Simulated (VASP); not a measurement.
InP, 2 atoms in the cell. The structure is tetragonal, space group I-4m2 (No. 119). Conventional cell: a = 4.150 Å, b = 4.150 Å, c = 5.986 Å, α = 90.00°, β = 90.00°, γ = 90.00°. Within 3.4 Å of In (site symmetry -4m2) lie 4 P at 2.56 Å. P (site symmetry -4m2) has 4 In at 2.56 Å within 3.4 Å.  This cell differs from its parent crystal: z stretched by +2 %.

- Program: VASP 6.6.1
- Task: relaxation of the atoms
- Functional: PBE
- Potentials or basis: VASP PAW PBE potentials, release 64 (In_d, P)
- Cutoff: 520 eV
- k mesh: 13 × 13 × 13
- Occupations: fermi-dirac, width 0.02 eV
- Spin: no spin polarisation
- Dipole correction: no
- Further INCAR settings: ALGO = Normal; EDIFF = 1e-06; IBRION = 2; EDIFFG = -0.02; NSW = 80

Potentials or basis: VASP PAW PBE potentials, release 64 (In_d, P).

Run with:

```console
$ cat potpaw_PBE.64/In_d/POTCAR potpaw_PBE.64/P/POTCAR > POTCAR
$ mpirun -np 1 vasp_std > vasp.out
```

Hardware: 1 thread of Intel(R) Xeon(R) Platinum 8488C (Sapphire Rapids), on a shared host.

How long does it take, and how much memory?

Wall time 92 s on 1 thread of Intel(R) Xeon(R) Platinum 8488C (Sapphire Rapids) (shared host), peak memory 0.28 GiB. Counts: scf iterations 13, k points 196, ion steps 1.
